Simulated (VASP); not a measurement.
# TlBr (Pm-3m) in VASP: further runs, part 2 of 2

VASP 6.6.1. The steps go on from the part before.

**4. Single point, PBE**

This run uses another cell than the first one, of 28.34 Å³/atom.

Input file INCAR:

```
PREC = Accurate
ENCUT = 500
EDIFF = 1E-6
ISMEAR = 0
SIGMA = 0.01
LREAL = False
LASPH = True
NELM = 120
ALGO = Normal
ISIF = 2
LWAVE = False
LCHARG = True
GGA = PE
LELF = True
LVHAR = True
NBANDS = 17
GGA_COMPAT = False
```

Input file KPOINTS:

```
Automatic mesh
0
Gamma
  4 4 4
```

Input file POSCAR:

```
TlBr
1.0
    3.8414473031      0.0000000000      0.0000000000
    0.0000000000      3.8414473031      0.0000000000
    0.0000000000      0.0000000000      3.8414473031
Tl Br
1 1
Direct
    0.0000000000      0.0000000000      0.0000000000
    0.5000000000      0.5000000000      0.5000000000
```

Potentials or basis: VASP PAW PBE potentials, release 64 (Tl_d, Br).

Started as:

```sh
$ cat potpaw_PBE.64/Tl_d/POTCAR potpaw_PBE.64/Br/POTCAR > POTCAR
$ mpirun -np 1 vasp_std > vasp.out
```

OUTCAR:

```text
PREC = Accurate
   ENCUT = 500
   EDIFF = 1E-6
   ISMEAR = 0
   LREAL = False
   LASPH = True
   NELM = 120
   ISIF = 2
   GGA = PE

 ion  position               nearest neighbor table
   1  0.000  0.000  0.000-   2 3.33   2 3.33   2 3.33   2 3.33   2 3.33   2 3.33   2 3.33   2 3.33

   2  0.500  0.500  0.500-   1 3.33   1 3.33   1 3.33   1 3.33   1 3.33   1 3.33   1 3.33   1 3.33

  LATTYP: Found a simple cubic cell.
 ALAT       =     3.8414473031

  Lattice vectors:

 A1 = (   3.8414473031,   0.0000000000,   0.0000000000)
 A2 = (   0.0000000000,   3.8414473031,   0.0000000000)
 A3 = (   0.0000000000,   0.0000000000,   3.8414473031)

Analysis of symmetry for initial positions (statically):
=====================================================================
 Subroutine PRICEL returns:
 Original cell was already a primitive cell.

 Routine SETGRP: Setting up the symmetry group for a
 simple cubic supercell.

 Subroutine GETGRP returns: Found 48 space group operations
 (whereof 48 operations were pure point group operations)
 out of a pool of 48 trial point group operations.

The static configuration has the point symmetry O_h .

Analysis of symmetry for dynamics (positions and initial velocities):
=====================================================================
 Subroutine PRICEL returns:
 Original cell was already a primitive cell.

 Routine SETGRP: Setting up the symmetry group for a
 simple cubic supercell.

 Subroutine GETGRP returns: Found 48 space group operations
 (whereof 48 operations were pure point group operations)
 out of a pool of 48 trial point group operations.

The dynamic configuration has the point symmetry O_h .

 Subroutine INISYM returns: Found 48 space group operations
 (whereof 48 operations are pure point group operations),
 and found     1 'primitive' translations

----------------------------------------------------------------------------------------

                                     Primitive cell

  volume of cell :      56.6872

  direct lattice vectors                    reciprocal lattice vectors
     3.841447303  0.000000000  0.000000000     0.260318552  0.000000000  0.000000000
     0.000000000  3.841447303  0.000000000     0.000000000  0.260318552  0.000000000
     0.000000000  0.000000000  3.841447303     0.000000000  0.000000000  0.260318552

  length of vectors
     3.841447303  3.841447303  3.841447303     0.260318552  0.260318552  0.260318552

  position of ions in fractional coordinates (direct lattice)
     0.000000000  0.000000000  0.000000000
     0.500000000  0.500000000  0.500000000

  ion indices of the primitive-cell ions
   primitive index   ion index
                 1           1
                 2           2

----------------------------------------------------------------------------------------

 KPOINTS: Automatic mesh

Automatic generation of k-mesh.
 Grid dimensions read from file:
 generate k-points for:    4    4    4

 Generating k-lattice:

  Cartesian coordinates                     Fractional coordinates (reciprocal lattice)
     0.065079638  0.000000000  0.000000000     0.250000000  0.000000000  0.000000000
     0.000000000  0.065079638  0.000000000     0.000000000  0.250000000  0.000000000
     0.000000000  0.000000000  0.065079638     0.000000000  0.000000000  0.250000000

  Length of vectors
     0.065079638  0.065079638  0.065079638

  Shift w.r.t. Gamma in fractional coordinates (k-lattice)
     0.000000000  0.000000000  0.000000000

 Subroutine IBZKPT returns following result:
 ===========================================

 Found     10 irreducible k-points:

 Following reciprocal coordinates:
            Coordinates               Weight
  0.000000  0.000000  0.000000      1.000000
  0.250000  0.000000  0.000000      6.000000
  0.500000  0.000000  0.000000      3.000000
  0.250000  0.250000  0.000000     12.000000
  0.500000  0.250000  0.000000     12.000000
  0.500000  0.500000  0.000000      3.000000
  0.250000  0.250000  0.250000      8.000000
  0.500000  0.250000  0.250000     12.000000
  0.500000  0.500000  0.250000      6.000000
  0.500000  0.500000  0.500000      1.000000
   k-points           NKPTS =     10   k-points in BZ     NKDIM =     10   number of bands    NBANDS=     17
   number of dos      NEDOS =    301   number of ions     NIONS =      2
   total plane-waves  NPLWV =  21952
   dimension x,y,z NGX =    28 NGY =   28 NGZ =   28
   dimension x,y,z NGXF=    56 NGYF=   56 NGZF=   56
   ions per type =               1   1
   NGX,Y,Z   is equivalent  to a cutoff of  12.12, 12.12, 12.12 a.u.
   NGXF,Y,Z  is equivalent  to a cutoff of  24.24, 24.24, 24.24 a.u.
 SYSTEM =  unknown system
   PREC   = accura    normal or accurate (medium, high low for compatibility)
   ISTART =      0    job   : 0-new  1-cont  2-samecut
   ICHARG =      2    charge: 1-file 2-atom 10-const
   ISPIN  =      1    spin polarized calculation?
   LNONCOLLINEAR =      F non collinear calculations
   LSORBIT =      F    spin-orbit coupling
   LASPH  =      T    aspherical Exc in radial PAW
   ENCUT  =  500.0 eV  36.75 Ry    6.06 a.u.   7.00  7.00  7.00*2*pi/ulx,y,z
   NELM   =    120;   NELMIN=  2; NELMDL= -5     # of ELM steps
   EDIFF  = 0.1E-05   stopping-criterion for ELM
   LREAL  =      F    real-space projection
   EDIFFG = 0.1E-04   stopping-criterion for IOM
   NSW    =      0    number of steps for IOM
   IBRION =     -1    ionic relax: 0-MD 1-quasi-New 2-CG
   NFREE  =      0    steps in history (QN), initial steepest desc. (CG)
   ISIF   =      2    stress and relaxation
   ISYM   =      2    0-nonsym 1-usesym 2-fastsym
   POTIM  = 0.5000    time-step for ionic-motion
   TEBEG  =    0.0;   TEEND  =   0.0 temperature during run
   PSTRESS=    0.0 pullay stress
   NELECT =      20.0000    total number of electrons
   NUPDOWN=      -1.0000    fix difference up-down
   EMIN   =  10.00;   EMAX   =-10.00  energy-range for DOS
   EFERMI =   0.00;   METHOD = LEGACY
   ISMEAR =     0;   SIGMA  =   0.01  broadening in eV -4-tet -1-fermi 0-gaus
   EFERMI_NEDOS =   21; number of points for ismear=-14 and -15
   IALGO  =     38    algorithm
   IMIX   =      4    mixing-type and parameters
     AMIX     =   0.40;   BMIX     =  1.00
     AMIX_MAG =   1.60;   BMIX_MAG =  1.00
  volume/ion in A,a.u.               =      28.34       191.27
  Fermi-wavevector in a.u.,A,eV,Ry     =   1.156796  2.186027 18.206990  1.338176
  Thomas-Fermi vector in A             =   2.293413
   LORBIT       =      0    0 simple, 1 ext, 2 COOP (PROOUT), +10 PAW based schemes
   GGA     = PE    functional components
   LHFCALC =     F    Hartree Fock is set to
   AEXX    =    0.0000 exact exchange contribution
   IVDW    =     0    specifies the selected vdW correction
   LEPSILON=     F    determine dielectric tensor
   LRPA    =     F    only Hartree local field effects (RPA)
 non-spin polarized calculation
 Gauss-broadening in eV      SIGMA  =   0.01
  energy-cutoff  :      500.00
  volume of cell :       56.69
 maximum number of plane-waves:      1472
   NGX = 15   NGY = 15   NGZ = 15

 number of electron      19.9999993 magnetization

 Free energy of the ion-electron system (eV)
  ---------------------------------------------------
  ext. energy  EPLUGINS =         0.00000000
  ---------------------------------------------------
  free energy    TOTEN  =        -5.40162779 eV

  energy without entropy =       -5.40162779  energy(sigma->0) =       -5.40162779

 E-fermi :   3.6938     XC(G=0):  -9.4796

 val. band max:        3.6383682075   @ k =   0.5000   0.0000   0.0000
 cond. band min:       5.1787550270   @ k =   0.5000   0.0000   0.0000
 fundamental gap:      1.5403868196
 Fermi energy:         3.6938451752

 k-point     1 :       0.0000    0.0000    0.0000
  band No.  band energies     occupation
      1     -10.8013      2.00000
      2      -6.7718      2.00000
      3      -6.7718      2.00000
      4      -6.5310      2.00000
      5      -6.5310      2.00000
      6      -6.5310      2.00000
[... 9 lines left out ...]
     16      15.8050      0.00000
     17      17.1917      0.00000
[... 161 lines left out ...]
 k-point    10 :       0.5000    0.5000    0.5000
  band No.  band energies     occupation
      1     -10.0488      2.00000
      2      -6.7368      2.00000
      3      -6.7368      2.00000
      4      -6.7368      2.00000
      5      -6.4497      2.00000
      6      -6.4497      2.00000
[... 9 lines left out ...]
     16      17.0858      0.00000
     17      20.6700      0.00000

------------------------ aborting loop because EDIFF is reached ----------------------------------------

  FORCE on cell =-STRESS in cart. coord.  units (eV):
  Direction    XX          YY          ZZ          XY          YZ          ZX
  --------------------------------------------------------------------------------------
  -------------------------------------------------------------------------------------
  Total        1.7528581      1.7528581      1.7528581      0.0000000      0.0000000      0.0000000
  in kB       49.5419054     49.5419054     49.5419054      0.0000000      0.0000000      0.0000000
  external PRESSURE =      49.5419054 kB  Pullay stress =       0.0000000 kB

 VOLUME and BASIS-vectors are now :
 -----------------------------------------------------------------------------
  energy-cutoff  :      500.00
  volume of cell :       56.69
      direct lattice vectors                 reciprocal lattice vectors
     3.841447303  0.000000000  0.000000000     0.260318552  0.000000000  0.000000000
     0.000000000  3.841447303  0.000000000     0.000000000  0.260318552  0.000000000
     0.000000000  0.000000000  3.841447303     0.000000000  0.000000000  0.260318552

 POSITION                                       TOTAL-FORCE (eV/Angst)
 -----------------------------------------------------------------------------------
      0.00000      0.00000      0.00000         0.000000      0.000000      0.000000
      1.92072      1.92072      1.92072         0.000000      0.000000      0.000000
 -----------------------------------------------------------------------------------
    total drift:                               -0.000000      0.000000      0.000000

  FREE ENERGIE OF THE ION-ELECTRON SYSTEM (eV)
  ---------------------------------------------------
  free  energy   TOTEN  =        -5.4016277907 eV

  energy  without entropy=       -5.4016277907  energy(sigma->0) =       -5.40162779
```

OSZICAR:

```text
N       E                     dE             d eps       ncg     rms          rms(c)
DAV:   1     0.937498543465E+02    0.93750E+02   -0.99737E+03   364   0.101E+03
DAV:   2    -0.244900607283E+01   -0.96199E+02   -0.93216E+02   434   0.221E+02
DAV:   3    -0.559671444393E+01   -0.31477E+01   -0.31415E+01   371   0.351E+01
DAV:   4    -0.561423920711E+01   -0.17525E-01   -0.17524E-01   434   0.312E+00
DAV:   5    -0.561441492030E+01   -0.17571E-03   -0.17571E-03   405   0.298E-01    0.350E+00
DAV:   6    -0.542063688063E+01    0.19378E+00   -0.28618E-01   359   0.284E+00    0.208E+00
DAV:   7    -0.540111650639E+01    0.19520E-01   -0.99440E-02   360   0.145E+00    0.973E-01
DAV:   8    -0.540171022356E+01   -0.59372E-03   -0.11679E-02   380   0.730E-01    0.160E-01
DAV:   9    -0.540154762060E+01    0.16260E-03   -0.66896E-04   368   0.167E-01    0.520E-02
DAV:  10    -0.540162373357E+01   -0.76113E-04   -0.14793E-04   359   0.678E-02    0.138E-02
DAV:  11    -0.540162799500E+01   -0.42614E-05   -0.23054E-05   384   0.342E-02    0.847E-03
DAV:  12    -0.540162779072E+01    0.20429E-06   -0.35807E-06   376   0.943E-03
   1 F= -.54016278E+01 E0= -.54016278E+01  d E =-.113792E-16
```

stdout:

```text
POSCAR found type information on POSCAR TlBr
 POSCAR found :  2 types and       2 ions
 scaLAPACK will be used
 LDA part: xc-table for (Slater+PW92), standard interpolation
 POSCAR, INCAR and KPOINTS ok, starting setup
 FFT: planning ... GRIDC
 FFT: planning ... GRID_SOFT
 FFT: planning ... GRID
 WAVECAR not read
 entering main loop
```

Run time: 5.8 s. Hardware: 1 thread of Intel Xeon Platinum 8488C (Sapphire Rapids), shared host; peak memory 0.15 GiB.

Results:

```
Free energy            : -5.4016 eV
Pressure               : 5.0 GPa
Band gap on the k mesh : 1.54 eV
```

Caveat: the cell stands under pressure; spin-orbit coupling is left out, which moves the levels of the heavy elements.

**5. Overview**

```tsv
cell	gap on the mesh (eV)	pressure (GPa)
a = 3.575 Å, 2 atoms	0.24	20.0
a = 3.723 Å, 2 atoms	1.09	9.9
a = 3.841 Å, 2 atoms	1.54	5.0
```

Alike in all rows: task single point; level PBE; potentials or basis VASP PAW PBE potentials, release 64 (Tl_d, Br); no spin polarisation; k mesh 4 × 4 × 4; cutoff (eV) 500; smearing gaussian 0.01 eV.

Caveats: some runs use coarse meshes; spin-orbit coupling is left out, which moves the levels of the heavy elements; the cell stands under pressure (at least some runs).

Absolute energies hang on the potentials; compare differences alone.
